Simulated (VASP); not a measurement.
# Ba (P4/mmm) in VASP: further runs

The runs below take Ba through single point, with PBE.

All numbers are computed with VASP 6.6.1; they aren't measurements. Logs are shortened: lines on timing, memory, paths and dates and some standing lists are left out, and cuts for length are marked.

## (1) The cell of the first run

It takes space group P4/mmm (No. 123, tetragonal). The conventional cell has a = 3.918 Å, b = 3.918 Å, c = 3.586 Å, α = 90.00°, β = 90.00°, γ = 90.00°. Within 4.7 Å of Ba (site symmetry 4/mmm) lie 6 Ba at 3.59 to 3.92 Å.

## (2) Single point, PBE (strained)

INCAR reads:

```
PREC = Accurate
ENCUT = 520
EDIFF = 1E-6
ISMEAR = 0
SIGMA = 0.1
LREAL = False
LASPH = True
NELM = 100
ALGO = Normal
ISIF = 2
LWAVE = False
LCHARG = False
GGA = PE
NBANDS = 11
```

KPOINTS reads:

```
regular mesh
0
Gamma
  10 10 12
```

POSCAR reads:

```
Ba
1.0
    3.9181371330      0.0000000000      0.0000000000
    0.0000000000      3.9181371330      0.0000000000
    0.0000000000      0.0000000000      3.5861412002
Ba
1
Direct
    0.5000000000      0.5000000000      0.5000000000
```

Potentials or basis: VASP PAW PBE potentials, release 64 (Ba_sv).

Command:

```bash
$ cat potpaw_PBE.64/Ba_sv/POTCAR > POTCAR
$ mpirun -np 1 vasp_std > vasp.out
```

OUTCAR:

```text
PREC = Accurate
   ENCUT = 520
   EDIFF = 1E-6
   ISMEAR = 0
   LREAL = False
   LASPH = True
   NELM = 100
   ISIF = 2
   GGA = PE

 ion  position               nearest neighbor table
   1  0.500  0.500  0.500-

  LATTYP: Found a simple tetragonal cell.
 ALAT       =     3.9181371330
 C/A-ratio  =     0.9152668930

  Lattice vectors:

 A1 = (   3.9181371330,   0.0000000000,   0.0000000000)
 A2 = (   0.0000000000,   3.9181371330,   0.0000000000)
 A3 = (   0.0000000000,   0.0000000000,   3.5861412002)

Analysis of symmetry for initial positions (statically):
=====================================================================
 Subroutine PRICEL returns:
 Original cell was already a primitive cell.

 Routine SETGRP: Setting up the symmetry group for a
 simple tetragonal supercell.

 Subroutine GETGRP returns: Found 16 space group operations
 (whereof 16 operations were pure point group operations)
 out of a pool of 16 trial point group operations.

The static configuration has the point symmetry D_4h.

Analysis of symmetry for dynamics (positions and initial velocities):
=====================================================================
 Subroutine PRICEL returns:
 Original cell was already a primitive cell.

 Routine SETGRP: Setting up the symmetry group for a
 simple tetragonal supercell.

 Subroutine GETGRP returns: Found 16 space group operations
 (whereof 16 operations were pure point group operations)
 out of a pool of 16 trial point group operations.

The dynamic configuration has the point symmetry D_4h.

 Subroutine INISYM returns: Found 16 space group operations
 (whereof 16 operations are pure point group operations),
 and found     1 'primitive' translations

----------------------------------------------------------------------------------------

                                     Primitive cell

  volume of cell :      55.0537

  direct lattice vectors                    reciprocal lattice vectors
     3.918137133  0.000000000  0.000000000     0.255223328  0.000000000  0.000000000
     0.000000000  3.918137133  0.000000000     0.000000000  0.255223328  0.000000000
     0.000000000  0.000000000  3.586141200     0.000000000  0.000000000  0.278851262

  length of vectors
     3.918137133  3.918137133  3.586141200     0.255223328  0.255223328  0.278851262

  position of ions in fractional coordinates (direct lattice)
     0.500000000  0.500000000  0.500000000

  ion indices of the primitive-cell ions
   primitive index   ion index
                 1           1

----------------------------------------------------------------------------------------

 KPOINTS: regular mesh

Automatic generation of k-mesh.
 Grid dimensions read from file:
 generate k-points for:   10   10   12

 Generating k-lattice:

  Cartesian coordinates                     Fractional coordinates (reciprocal lattice)
     0.025522333  0.000000000  0.000000000     0.100000000  0.000000000  0.000000000
     0.000000000  0.025522333  0.000000000     0.000000000  0.100000000  0.000000000
     0.000000000  0.000000000  0.023237605     0.000000000  0.000000000  0.083333333

  Length of vectors
     0.025522333  0.025522333  0.023237605

  Shift w.r.t. Gamma in fractional coordinates (k-lattice)
     0.000000000  0.000000000  0.000000000

 Subroutine IBZKPT returns following result:
 ===========================================

 Found    147 irreducible k-points:

 Following reciprocal coordinates:
            Coordinates               Weight
  0.000000  0.000000  0.000000      1.000000
  0.100000  0.000000  0.000000      4.000000
  0.200000  0.000000  0.000000      4.000000
  0.300000  0.000000  0.000000      4.000000
  0.400000  0.000000  0.000000      4.000000
  0.500000  0.000000  0.000000      2.000000
[... 16 lines left out ...]
  0.100000  0.000000  0.083333      8.000000
  0.200000  0.000000  0.083333      8.000000
 [... further k-points ...]
   k-points           NKPTS =    147   k-points in BZ     NKDIM =    147   number of bands    NBANDS=     11
   number of dos      NEDOS =    301   number of ions     NIONS =      1
   total plane-waves  NPLWV =  25200
   dimension x,y,z NGX =    30 NGY =   30 NGZ =   28
   dimension x,y,z NGXF=    60 NGYF=   60 NGZF=   56
   ions per type =               1
   NGX,Y,Z   is equivalent  to a cutoff of  12.73, 12.73, 12.98 a.u.
   NGXF,Y,Z  is equivalent  to a cutoff of  25.46, 25.46, 25.96 a.u.
 SYSTEM =  unknown system
   PREC   = accura    normal or accurate (medium, high low for compatibility)
   ISTART =      0    job   : 0-new  1-cont  2-samecut
   ICHARG =      2    charge: 1-file 2-atom 10-const
   ISPIN  =      1    spin polarized calculation?
   LNONCOLLINEAR =      F non collinear calculations
   LSORBIT =      F    spin-orbit coupling
   LASPH  =      T    aspherical Exc in radial PAW
   ENCUT  =  520.0 eV  38.22 Ry    6.18 a.u.   7.29  7.29  6.67*2*pi/ulx,y,z
   NELM   =    100;   NELMIN=  2; NELMDL= -5     # of ELM steps
   EDIFF  = 0.1E-05   stopping-criterion for ELM
   LREAL  =      F    real-space projection
   EDIFFG = 0.1E-04   stopping-criterion for IOM
   NSW    =      0    number of steps for IOM
   IBRION =     -1    ionic relax: 0-MD 1-quasi-New 2-CG
   NFREE  =      0    steps in history (QN), initial steepest desc. (CG)
   ISIF   =      2    stress and relaxation
   ISYM   =      2    0-nonsym 1-usesym 2-fastsym
   POTIM  = 0.5000    time-step for ionic-motion
   TEBEG  =    0.0;   TEEND  =   0.0 temperature during run
   PSTRESS=    0.0 pullay stress
   NELECT =      10.0000    total number of electrons
   NUPDOWN=      -1.0000    fix difference up-down
   EMIN   =  10.00;   EMAX   =-10.00  energy-range for DOS
   EFERMI =   0.00;   METHOD = LEGACY
   ISMEAR =     0;   SIGMA  =   0.10  broadening in eV -4-tet -1-fermi 0-gaus
   EFERMI_NEDOS =   21; number of points for ismear=-14 and -15
   IALGO  =     38    algorithm
   IMIX   =      4    mixing-type and parameters
     AMIX     =   0.40;   BMIX     =  1.00
     AMIX_MAG =   1.60;   BMIX_MAG =  1.00
  volume/ion in A,a.u.               =      55.05       371.52
  Fermi-wavevector in a.u.,A,eV,Ry     =   0.927141  1.752043 11.695447  0.859591
  Thomas-Fermi vector in A             =   2.053179
   LORBIT       =      0    0 simple, 1 ext, 2 COOP (PROOUT), +10 PAW based schemes
   GGA     = PE    functional components
   LHFCALC =     F    Hartree Fock is set to
   AEXX    =    0.0000 exact exchange contribution
   IVDW    =     0    specifies the selected vdW correction
   LEPSILON=     F    determine dielectric tensor
   LRPA    =     F    only Hartree local field effects (RPA)
 non-spin polarized calculation
 Gauss-broadening in eV      SIGMA  =   0.10
  energy-cutoff  :      520.00
  volume of cell :       55.05
 maximum number of plane-waves:      1498
 NGX is ok and might be reduce to    30
   NGX = 15   NGY = 15   NGZ = 13

 number of electron      10.0000001 magnetization

 Free energy of the ion-electron system (eV)
  ---------------------------------------------------
  ext. energy  EPLUGINS =         0.00000000
  ---------------------------------------------------
  free energy    TOTEN  =        -1.53730723 eV

  energy without entropy =       -1.53407227  energy(sigma->0) =       -1.53568975

 E-fermi :   2.0181     XC(G=0):  -7.8305

 val. band max:        2.0137924800   @ k =   0.1000   0.0000   0.0000
 cond. band min:       2.0284185701   @ k =   0.2000   0.0000   0.5000
 fundamental gap:      0.0146260901
 Fermi energy:         2.0180698432

 k-point     1 :       0.0000    0.0000    0.0000
  band No.  band energies     occupation
      1     -27.0354      2.00000
      2     -11.8326      2.00000
      3     -11.8326      2.00000
      4     -11.5072      2.00000
      5      -0.5306      2.00000
      6       1.9675      1.52517
      7       1.9957      1.24868
      8       7.0148      0.00000
      9       7.7439      0.00000
     10       7.7439      0.00000
     11       9.8413      0.00000

 k-point     2 :       0.1000    0.0000    0.0000
  band No.  band energies     occupation
      1     -27.0292      2.00000
      2     -11.9139      2.00000
      3     -11.8257      2.00000
      4     -11.5012      2.00000
      5      -0.3711      2.00000
      6       2.0138      1.04824
      7       2.1456      0.07125
      8       6.6113      0.00000
      9       7.4279      0.00000
     10       7.7652      0.00000
     11       9.2669      0.00000

 k-point     3 :       0.2000    0.0000    0.0000
  band No.  band energies     occupation
      1     -27.0130      2.00000
      2     -12.1184      2.00000
      3     -11.8076      2.00000
      4     -11.4852      2.00000
      5       0.0425      2.00000
      6       2.1300      0.11337
      7       2.5551      0.00000
      8       5.8755      0.00000
      9       6.7937      0.00000
     10       7.8219      0.00000
     11       8.3654      0.00000

 k-point     4 :       0.3000    0.0000    0.0000
  band No.  band energies     occupation
      1     -26.9927      2.00000
      2     -12.3565      2.00000
      3     -11.7850      2.00000
      4     -11.4653      2.00000
      5       0.5754      2.00000
      6       2.2855      0.00016
      7       2.9809      0.00000
      8       5.2280      0.00000
      9       6.2026      0.00000
     10       7.8943      0.00000
     11       7.9289      0.00000
[... 239 lines left out ...]
 k-point    22 :       0.0000    0.0000    0.0833
  band No.  band energies     occupation
      1     -27.0244      2.00000
      2     -11.8218      2.00000
      3     -11.8218      2.00000
      4     -11.6234      2.00000
      5      -0.3974      2.00000
      6       2.0463      0.69013
      7       2.1724      0.02909
      8       7.0449      0.00000
      9       7.2319      0.00000
     10       7.2319      0.00000
     11      10.3031      0.00000

 k-point    23 :       0.1000    0.0000    0.0833
  band No.  band energies     occupation
      1     -27.0183      2.00000
      2     -11.9027      2.00000
      3     -11.8150      2.00000
      4     -11.6167      2.00000
      5      -0.2380      2.00000
      6       2.1565      0.05031
      7       2.2565      0.00075
      8       6.6240      0.00000
      9       6.8884      0.00000
     10       7.3096      0.00000
     11       9.6993      0.00000

 k-point    24 :       0.2000    0.0000    0.0833
  band No.  band energies     occupation
      1     -27.0021      2.00000
      2     -12.1060      2.00000
      3     -11.7969      2.00000
      4     -11.5994      2.00000
      5       0.1747      2.00000
      6       2.3006      0.00006
      7       2.6275      0.00000
      8       5.9057      0.00000
      9       6.2503      0.00000
     10       7.3924      0.00000
     11       8.7404      0.00000

 [... further k-points ...]

------------------------ aborting loop because EDIFF is reached ----------------------------------------

  FORCE on cell =-STRESS in cart. coord.  units (eV):
  Direction    XX          YY          ZZ          XY          YZ          ZX
  --------------------------------------------------------------------------------------
  -------------------------------------------------------------------------------------
  Total       -0.0093804     -0.0093804      1.2975198      0.0000000      0.0000000     -0.0000000
  in kB       -0.2729884     -0.2729884     37.7605173      0.0000000      0.0000000     -0.0000000
  external PRESSURE =      12.4048469 kB  Pullay stress =       0.0000000 kB

 VOLUME and BASIS-vectors are now :
 -----------------------------------------------------------------------------
  energy-cutoff  :      520.00
  volume of cell :       55.05
      direct lattice vectors                 reciprocal lattice vectors
     3.918137133  0.000000000  0.000000000     0.255223328  0.000000000  0.000000000
     0.000000000  3.918137133  0.000000000     0.000000000  0.255223328  0.000000000
     0.000000000  0.000000000  3.586141200     0.000000000  0.000000000  0.278851262

 POSITION                                       TOTAL-FORCE (eV/Angst)
 -----------------------------------------------------------------------------------
      1.95907      1.95907      1.79307         0.000000      0.000000      0.000000
 -----------------------------------------------------------------------------------
    total drift:                                0.000000      0.000000      0.000000

  FREE ENERGIE OF THE ION-ELECTRON SYSTEM (eV)
  ---------------------------------------------------
  free  energy   TOTEN  =        -1.5373072318 eV

  energy  without entropy=       -1.5340722678  energy(sigma->0) =       -1.53568975
```

It took 23 s on 1 thread of Intel Xeon 6975P-C (Granite Rapids), shared host; peak memory 0.22 GiB.

What came out:

- Free energy: -1.5373 eV
- Pressure: 1.2 GPa
- Band gap on the k mesh: zero (bands 5 and 6 overlap by 0.50 eV)

Caveat: the cell differs from its parent crystal (strained); spin-orbit coupling is left out, which moves the levels of the heavy elements.

## (3) Single point, PBE (strained)

INCAR reads:

```
PREC     = Accurate       # precision mode
ENCUT    = 520            # plane-wave cutoff, eV
EDIFF    = 1E-6           # SCF threshold, eV
ISMEAR   = 0              # smearing method
SIGMA    = 0.1            # smearing width, eV
LREAL    = False          # projectors in reciprocal space
LASPH    = True           # aspherical terms in the spheres
NELM     = 60             # most SCF steps
ALGO     = Fast           # electronic algorithm
ISIF     = 2              # what is computed and relaxed
LWAVE    = False          # write WAVECAR
LCHARG   = True           # write CHGCAR
GGA      = PE             # functional
LELF     = True           # ELF
LVHAR    = True         
NBANDS   = 11             # bands
```

KPOINTS is that of step 2.

POSCAR reads:

```
Ba
1.0
    4.0274475675      0.0000000000      0.0000000000
    0.0000000000      4.0274475675      0.0000000000
    0.0000000000      0.0000000000      3.7387636660
Ba
1
Direct
    0.5000000000      0.5000000000      0.5000000000
```

Potentials or basis: VASP PAW PBE potentials, release 64 (Ba_sv).

Command:

```bash
$ cat potpaw_PBE.64/Ba_sv/POTCAR > POTCAR
$ mpirun -np 1 vasp_std > vasp.out
```

Run time: 30 s. Hardware: 1 thread of Intel Xeon 6975P-C (Granite Rapids), shared host; peak memory 0.22 GiB.

The run converged. Its results:

- Free energy: -1.5737 eV
- Pressure: 0.3 GPa
- Band gap on the k mesh: zero (bands 5 and 6 overlap by 0.25 eV)

Stress tensor (GPa, compression positive):
```
-0.61  0.00  0.00
 0.00 -0.61  0.00
 0.00  0.00  2.06
```

Levels at points of the mesh, in eV from the Fermi level:
| k point | band 2 | band 3 | band 4 | band 5 | band 6 | band 7 | band 8 | band 9 |
| --- | --- | --- | --- | --- | --- | --- | --- | --- |
| (0.00, 0.00, 0.00) | -14.02 | -14.02 | -13.80 | -2.55 | 0.02 | 0.05 | 4.62 | 5.16 |
| (0.50, 0.00, 0.00) | -14.63 | -13.96 | -13.75 | -0.77 | 0.51 | 0.74 | 2.51 | 3.27 |
| (0.50, 0.50, 0.00) | -14.54 | -14.54 | -13.70 | -0.93 | 0.44 | 3.22 | 3.22 | 3.66 |
| (0.00, 0.00, 0.50) | -14.88 | -13.90 | -13.90 | -0.40 | 0.87 | 1.08 | 2.23 | 2.23 |
| (0.50, 0.00, 0.50) | -14.79 | -14.46 | -13.85 | -1.05 | 0.91 | 2.67 | 3.21 | 3.56 |
| (0.50, 0.50, 0.50) | -14.71 | -14.39 | -14.39 | -0.22 | -0.22 | 0.32 | 3.99 | 6.31 |

Caveat: the cell differs from its parent crystal (strained); spin-orbit coupling is left out, which moves the levels of the heavy elements.

## (4) Single point, PBE (strained)

INCAR reads:

```
SYSTEM = Ba
PREC     = Accurate       ! precision mode
ENCUT    = 520            ! plane-wave cutoff, eV
EDIFF    = 1E-6           ! SCF threshold, eV
ISMEAR   = 0              ! smearing method
SIGMA    = 0.1            ! smearing width, eV
LREAL    = .False.        ! projectors in reciprocal space
LASPH    = .True.         ! aspherical terms in the spheres
NELM     = 100            ! most SCF steps
ALGO     = Fast           ! electronic algorithm
ISIF     = 2              ! what is computed and relaxed
LWAVE    = .False.        ! write WAVECAR
LCHARG   = .True.         ! write CHGCAR
GGA      = PE             ! functional
LELF     = .True.         ! ELF
LVHAR    = .True.       
NBANDS   = 11             ! bands
```

KPOINTS reads:

```
regular mesh
0
Gamma
  10 10 12
  0 0 0
```

POSCAR reads:

```
Ba
1.0
    4.0304073085      0.0000000000      0.0000000000
    0.0000000000      4.0304073085      0.0000000000
    0.0000000000      0.0000000000      3.7414317649
Ba
1
Direct
    0.5000000000      0.5000000000      0.5000000000
```

Command:

```bash
$ cat potpaw_PBE.64/Ba_sv/POTCAR > POTCAR
$ mpirun -np 1 vasp_std > vasp.out
```

Wall time 31 s (1 thread of Intel Xeon 6975P-C (Granite Rapids), shared host); peak memory 0.22 GiB.

It converged, with:

| Quantity | Value |
| --- | --- |
| Free energy | -1.5739 eV |
| Pressure | 0.3 GPa |
| Band gap on the k mesh | zero (bands 5 and 6 overlap by 0.25 eV) |

Stress tensor (GPa, compression positive):
```
-0.62  0.00  0.00
 0.00 -0.62  0.00
 0.00  0.00  2.04
```

Levels at points of the mesh, in eV from the Fermi level:
```csv
k point,band 2,band 3,band 4,band 5,band 6,band 7,band 8,band 9
"(0.00, 0.00, 0.00)",-14.02,-14.02,-13.81,-2.55,0.02,0.05,4.61,5.14
"(0.50, 0.00, 0.00)",-14.63,-13.96,-13.76,-0.78,0.51,0.74,2.51,3.26
"(0.50, 0.50, 0.00)",-14.54,-14.54,-13.71,-0.92,0.44,3.21,3.21,3.66
"(0.00, 0.00, 0.50)",-14.88,-13.91,-13.91,-0.40,0.87,1.08,2.23,2.23
"(0.50, 0.00, 0.50)",-14.79,-14.46,-13.85,-1.05,0.90,2.66,3.20,3.55
"(0.50, 0.50, 0.50)",-14.71,-14.39,-14.39,-0.21,-0.21,0.32,3.99,6.27
```

Caveat: the cell differs from its parent crystal (strained); spin-orbit coupling is left out, which moves the levels of the heavy elements.

## (5) Overview

| cell | gap on the mesh (eV) | pressure (GPa) |
| --- | --- | --- |
| a = 3.918, b = 3.918, c = 3.586 Å, 1 atom | none | 1.2 |
| a = 4.027, b = 4.027, c = 3.739 Å, 1 atom | none | 0.3 |
| a = 4.030, b = 4.030, c = 3.741 Å, 1 atom | none | 0.3 |

Alike in all rows: task single point; level PBE; potentials or basis VASP PAW PBE potentials, release 64 (Ba_sv); no spin polarisation; k mesh 10 × 10 × 12; cutoff (eV) 520; smearing gaussian 0.1 eV.

Caveats: spin-orbit coupling is left out, which moves the levels of the heavy elements.

Total energies depend on the potentials used, so only differences within one code and one set of settings carry meaning.
